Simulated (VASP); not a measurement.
Write the native input for VASP 6.6.1 that does the following.

| Property | Result |
| --- | --- |
| Task | relaxation of cell and atoms |
| Functional | r2SCAN |
| Dispersion | rVV10 |
| Potentials or basis | VASP PAW PBE potentials, release 64 (Au) |
| Cutoff | 600 eV |
| k mesh | 18 × 18 × 18 |
| Occupations | gaussian, width 0.1 eV |
| Spin | no spin polarisation |
| Dipole correction | no |
| Further INCAR settings | ALGO = Normal; EDIFF = 1e-06; IBRION = 2; EDIFFG = -0.002; NSW = 100; ISIF = 3 |

Crystal: Au.

```
CELL_PARAMETERS angstrom
0.00000 2.05850 2.05850
2.05850 0.00000 2.05850
2.05850 2.05850 0.00000
ATOMIC_POSITIONS crystal
Au 0.00000 0.00000 0.00000
```

The input as run:

POSCAR

```
Au
1.0
    0.0000000000      2.0585000000      2.0585000000
    2.0585000000      0.0000000000      2.0585000000
    2.0585000000      2.0585000000      0.0000000000
Au
1
Direct
    0.0000000000      0.0000000000      0.0000000000
```

INCAR.step1

```
SYSTEM = Au
ALGO = Normal ; EDIFF = 1E-4
ENCUT = 600 ; GGA = PE
ISMEAR = 0 ; LASPH = .True.
LCHARG = .False. ; LREAL = .False.
LWAVE = .True. ; NELM = 80
PREC = Accurate ; SIGMA = 0.1
```

INCAR.step2

```
SYSTEM = Au
ALGO = Normal ; BPARAM = 11.95
CPARAM = 0.0093 ; EDIFF = 1E-6
EDIFFG = -0.002 ; ENCUT = 600
IBRION = 2 ; ISIF = 3
ISMEAR = 0 ; ISTART = 1
IVDW_NL = 2 ; LASPH = .True.
LCHARG = .False. ; LMIXTAU = .True.
LREAL = .False. ; LUSE_VDW = .True.
LWAVE = .False. ; METAGGA = R2SCAN
NELM = 80 ; NSW = 100
PREC = Accurate ; SIGMA = 0.1
```

KPOINTS

```
k-points
0
Gamma
  18 18 18
  0 0 0
```

Potentials or basis: VASP PAW PBE potentials, release 64 (Au).

Launch:

```console
$ cat potpaw_PBE.64/Au/POTCAR > POTCAR
$ cp INCAR.step1 INCAR
$ mpirun -np 1 vasp_std > vasp.out
$ cp INCAR.step2 INCAR
$ mpirun -np 1 vasp_std > vasp.out
```

It gave:

```yaml
Relaxed_volume: 17.37 Å³/atom
Relaxed_cell: a = 2.907 Å, b = 2.907 Å, c = 2.907 Å, α = 60.00°, β = 60.00°, γ = 60.00°
Space_group_after_relaxing_to_0.05_Å: Fm-3m (No. 225)
Energy_gained_by_relaxing: 0.2 meV/atom
Ionic_steps: 4
Pressure_after_relaxing: 0.0 GPa
```

Caveat: the PAW data sets were made with another functional, which shifts forces and pressure a little.

Run time: 2 min on 1 thread of Intel(R) Xeon(R) 6975P-C (Granite Rapids), with other jobs on the host, peak memory 0.25 GiB.
